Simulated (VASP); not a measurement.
# PtAu2 (Fddd) in VASP: single point with r2SCAN

Aim: the single point of PtAu2 with r2SCAN.

All numbers are computed with VASP 6.6.1; they aren't measurements. Logs are shortened: lines on timing, memory, paths and dates and some standing lists are left out, and cuts for length are marked.

### Step 1. The cell of the first run

It takes space group Fddd (No. 70, orthorhombic). Conventional cell: a = 4.895 Å, b = 8.388 Å, c = 9.853 Å, α = 90.00°, β = 90.00°, γ = 90.00°. Within 3.7 Å of Pt (site symmetry 222) lie 10 Au at 2.78 to 2.83 Å and 4 Pt at 3.46 Å. Au (site symmetry 2) has 5 Pt at 2.78 to 2.83 Å and 9 Au at 2.81 to 3.46 Å within 3.7 Å.

### Step 2. Single point, r2SCAN, non-collinear spin, zero start, spin-orbit coupling

POSCAR reads:

```
PtAu2
1.0
    0.0000000000      4.8953119100      0.0000000000
    0.0000000000     -2.4476559550      4.9262551110
    4.1939345896      2.4476559550      0.0000000000
Pt Au
2 4
Direct
    0.0000000000      0.0000000000      0.0000000000
    0.2500000000      0.5000000000      0.5000000000
    0.6682248804      0.0000000000      0.6635502392
    0.3317751196      0.0000000000      0.3364497608
    0.5817751196      0.5000000000      0.8364497608
    0.9182248804      0.5000000000      0.1635502392
```

INCAR.step1 reads:

```
SYSTEM = PtAu2
PREC = Accurate ; ENCUT = 520
ISMEAR = -1 ; SIGMA = 0.1
LREAL = .FALSE. ; LASPH = .TRUE.
NELM = 150 ; MAGMOM = 0 0 0 0 0 0 0 0 0 0 0 0 0 0 0 0 0 0
LSORBIT = .TRUE. ; GGA_COMPAT = .FALSE.
LMAXMIX = 4 ; NBANDS = 80
GGA = PE ; ALGO = Normal
EDIFF = 1E-4 ; LWAVE = .TRUE.
LCHARG = .FALSE. ; KPAR = 4
```

INCAR.step2 reads:

```
SYSTEM = PtAu2
PREC = Accurate ; ENCUT = 520
EDIFF = 1E-6 ; ISMEAR = -1
SIGMA = 0.1 ; LREAL = .FALSE.
LASPH = .TRUE. ; NELM = 150
ALGO = Normal ; ISIF = 2
LWAVE = .FALSE. ; LCHARG = .FALSE.
MAGMOM = 0 0 0 0 0 0 0 0 0 0 0 0 0 0 0 0 0 0 ; LORBIT = 11
LSORBIT = .TRUE. ; GGA_COMPAT = .FALSE.
LORBMOM = .TRUE. ; LMAXMIX = 4
METAGGA = R2SCAN ; LMIXTAU = .TRUE.
NBANDS = 80 ; ISTART = 1
KPAR = 4
```

KPOINTS reads:

```
regular mesh
0
G
  5 5 5
  0 0 0
```

Potentials or basis: VASP PAW PBE potentials, release 64 (Pt, Au).

Command:

```bash
> cat potpaw_PBE.64/Pt/POTCAR potpaw_PBE.64/Au/POTCAR > POTCAR
> cp INCAR.step1 INCAR
> mpirun -np 4 vasp_ncl > vasp.out
> cp INCAR.step2 INCAR
> mpirun -np 4 vasp_ncl > vasp.out
```

OUTCAR:

```text
SYSTEM = PtAu2
   PREC = Accurate
   ENCUT = 520
   EDIFF = 1E-6
   ISMEAR = -1
   LREAL = .FALSE.
   LASPH = .TRUE.
   NELM = 150
   ISIF = 2
   LORBIT = 11
   LSORBIT = .TRUE.
   METAGGA = R2SCAN
   ISTART = 1

 ion  position               nearest neighbor table
   1  0.000  0.000  0.000-   3 2.78   4 2.78   3 2.83   4 2.83   3 2.83   4 2.83   6 2.83   5 2.83
                             5 2.83   6 2.83   2 3.46   2 3.46   2 3.46   2 3.46
   2  0.250  0.500  0.500-   6 2.78   5 2.78   6 2.83   5 2.83   5 2.83   6 2.83   3 2.83   4 2.83
                             4 2.83   3 2.83   1 3.46   1 3.46   1 3.46   1 3.46
   3  0.668  0.000  0.664-   1 2.78   4 2.81   4 2.81   4 2.82   1 2.83   1 2.83   2 2.83   2 2.83
                             5 2.84   5 2.84   6 3.46   6 3.46   6 3.46   6 3.46
   4  0.332  0.000  0.336-   1 2.78   3 2.81   3 2.81   3 2.82   1 2.83   1 2.83   2 2.83   2 2.83
                             6 2.84   6 2.84   5 3.46   5 3.46   5 3.46   5 3.46
   5  0.582  0.500  0.836-   2 2.78   6 2.81   6 2.81   6 2.82   2 2.83   2 2.83   1 2.83   1 2.83
                             3 2.84   3 2.84   4 3.46   4 3.46   4 3.46   4 3.46
   6  0.918  0.500  0.164-   2 2.78   5 2.81   5 2.81   5 2.82   2 2.83   2 2.83   1 2.83   1 2.83
                             4 2.84   4 2.84   3 3.46   3 3.46   3 3.46   3 3.46

  LATTYP: Found a face centered orthorhombic cell.
 ALAT       =     4.8953119100
 B/A-ratio  =     1.7134493845
 C/A-ratio  =     2.0126419732

  Lattice vectors:

 A1 = (   4.1939345896,  -0.0000000000,  -4.9262551110)
 A2 = (   0.0000000000,   2.4476559550,  -4.9262551110)
 A3 = (   4.1939345896,   2.4476559550,   0.0000000000)

Analysis of symmetry for initial positions (statically):
=====================================================================
 Subroutine PRICEL returns:
 Original cell was already a primitive cell.

 Routine SETGRP: Setting up the symmetry group for a
 face centered orthorhombic supercell.

 Subroutine GETGRP returns: Found  8 space group operations
 (whereof  4 operations were pure point group operations)
 out of a pool of  8 trial point group operations.

The static configuration has the point symmetry D_2 .
 The point group associated with its full space group is D_2h.

Analysis of symmetry for dynamics (positions and initial velocities):
=====================================================================
 Subroutine PRICEL returns:
 Original cell was already a primitive cell.

 Routine SETGRP: Setting up the symmetry group for a
 face centered orthorhombic supercell.

 Subroutine GETGRP returns: Found  8 space group operations
 (whereof  4 operations were pure point group operations)
 out of a pool of  8 trial point group operations.

The dynamic configuration has the point symmetry D_2 .
 The point group associated with its full space group is D_2h.

Analysis of structural, dynamic, and magnetic symmetry:
[... 2124 lines left out ...]
  6         0.000  -0.000   0.000
 ----------------------------------------
           -0.000  -0.000  -0.000

 orbital moment (y)

 # of ion     p       d       tot
 ----------------------------------------
  1         0.000   0.000   0.000
  2         0.000   0.000   0.000
  3         0.000   0.000   0.000
  4         0.000   0.000   0.000
  5         0.000   0.000   0.000
  6         0.000  -0.000  -0.000
 ----------------------------------------
            0.000   0.000   0.000

 orbital moment (z)

 # of ion     p       d       tot
 ----------------------------------------
  1         0.000   0.000   0.000
  2         0.000   0.000   0.000
  3         0.000   0.000   0.000
  4         0.000   0.000   0.000
  5         0.000   0.000   0.000
  6         0.000   0.000   0.000
 ----------------------------------------
            0.000   0.000   0.000

 Spin-Orbit-Coupling matrix elements

 Ion:    1  E_soc:     -0.6990861
 l=   1
     0.0000000    -0.0214015    -0.0223311
    -0.0214015     0.0000000    -0.0211503
    -0.0223311    -0.0211503     0.0000000
 l=   2
     0.0000000    -0.0196341     0.0000000    -0.0203406    -0.0743014
    -0.0196341     0.0000000    -0.0573522    -0.0181940    -0.0189859
     0.0000000    -0.0573522     0.0000000    -0.0574716     0.0000000
    -0.0203406    -0.0181940    -0.0574716     0.0000000    -0.0183803
    -0.0743014    -0.0189859     0.0000000    -0.0183803     0.0000000
 l=   3
     0.0000000     0.0000000     0.0000000     0.0000000     0.0000000     0.0000000     0.0000000
     0.0000000     0.0000000     0.0000000     0.0000000     0.0000000     0.0000000     0.0000000
     0.0000000     0.0000000     0.0000000     0.0000000     0.0000000     0.0000000     0.0000000
     0.0000000     0.0000000     0.0000000     0.0000000     0.0000000     0.0000000     0.0000000
[... 89 lines left out ...]
 l=   2
     0.0000000    -0.0141021     0.0000000    -0.0132976    -0.0569377
    -0.0141021     0.0000000    -0.0424065    -0.0129770    -0.0139042
     0.0000000    -0.0424065     0.0000000    -0.0411402     0.0000000
    -0.0132976    -0.0129770    -0.0411402     0.0000000    -0.0136508
    -0.0569377    -0.0139042     0.0000000    -0.0136508     0.0000000
 l=   3
     0.0000000     0.0000000     0.0000000     0.0000000     0.0000000     0.0000000     0.0000000
     0.0000000     0.0000000     0.0000000     0.0000000     0.0000000     0.0000000     0.0000000
     0.0000000     0.0000000     0.0000000     0.0000000     0.0000000     0.0000000     0.0000000
     0.0000000     0.0000000     0.0000000     0.0000000     0.0000000     0.0000000     0.0000000
     0.0000000     0.0000000     0.0000000     0.0000000     0.0000000     0.0000000     0.0000000
     0.0000000     0.0000000     0.0000000     0.0000000     0.0000000     0.0000000     0.0000000
     0.0000000     0.0000000     0.0000000     0.0000000     0.0000000     0.0000000     0.0000000

 total charge

# of ion       s       p       d       tot
------------------------------------------
    1        0.567   0.430   8.157   9.154
    2        0.567   0.430   8.157   9.154
    3        0.568   0.393   8.736   9.696
    4        0.568   0.393   8.736   9.696
    5        0.568   0.393   8.736   9.696
    6        0.568   0.393   8.736   9.696
--------------------------------------------------
tot          3.405   2.431  51.256  57.092

 magnetization (x)

# of ion       s       p       d       tot
------------------------------------------
    1        0.000   0.000   0.000   0.000
    2        0.000   0.000   0.000   0.000
    3       -0.000   0.000  -0.000  -0.000
    4        0.000  -0.000   0.000   0.000
    5       -0.000   0.000  -0.000  -0.000
    6        0.000  -0.000   0.000   0.000
--------------------------------------------------
tot          0.000  -0.000   0.000   0.000

 magnetization (y)

# of ion       s       p       d       tot
------------------------------------------
    1        0.000   0.000   0.000   0.000
    2        0.000   0.000   0.000   0.000
    3       -0.000  -0.000  -0.000  -0.000
    4        0.000   0.000   0.000   0.000
    5       -0.000  -0.000  -0.000  -0.000
    6        0.000   0.000   0.000   0.000
--------------------------------------------------
tot          0.000   0.000   0.000   0.000

 magnetization (z)

# of ion       s       p       d       tot
------------------------------------------
    1        0.000   0.000   0.000   0.000
    2        0.000   0.000   0.000   0.000
    3        0.000   0.000   0.000   0.000
    4        0.000   0.000   0.000   0.000
    5        0.000   0.000   0.000   0.000
    6        0.000   0.000   0.000   0.000
--------------------------------------------------
tot          0.000   0.000   0.000   0.000
```

Wall time 23 min (4 MPI ranks of Oxide Virtual Turin-like, shared host); peak memory 0.76 GiB.

What came out:

| Item | Value |
| --- | --- |
| Free energy | -306.7582 eV |
| Pressure | 0.8 GPa |
| Net moment | 0.00 μB per cell |
| Valence electrons inside the program's atomic spheres | Pt 9.15; Au 9.70 |

Forces on the atoms (eV/Å):
```
Pt   0.000  0.000  0.000
Pt   0.000  0.000  0.000
Au   0.002  0.000  0.000
Au  -0.002  0.000  0.000
Au  -0.002  0.000  0.000
Au   0.002  0.000  0.000
```

Stress tensor (GPa, compression positive):
```
0.88 0.00 0.00
0.00 0.95 0.00
0.00 0.00 0.72
```

Moments on the atoms (μB; x, y, z):
```
Pt  0.00 0.00 0.00
Pt  0.00 0.00 0.00
Au  0.00 0.00 0.00
Au  0.00 0.00 0.00
Au  0.00 0.00 0.00
Au  0.00 0.00 0.00
```

Caveat: the PAW data sets were made with another functional, which shifts forces and pressure a little.
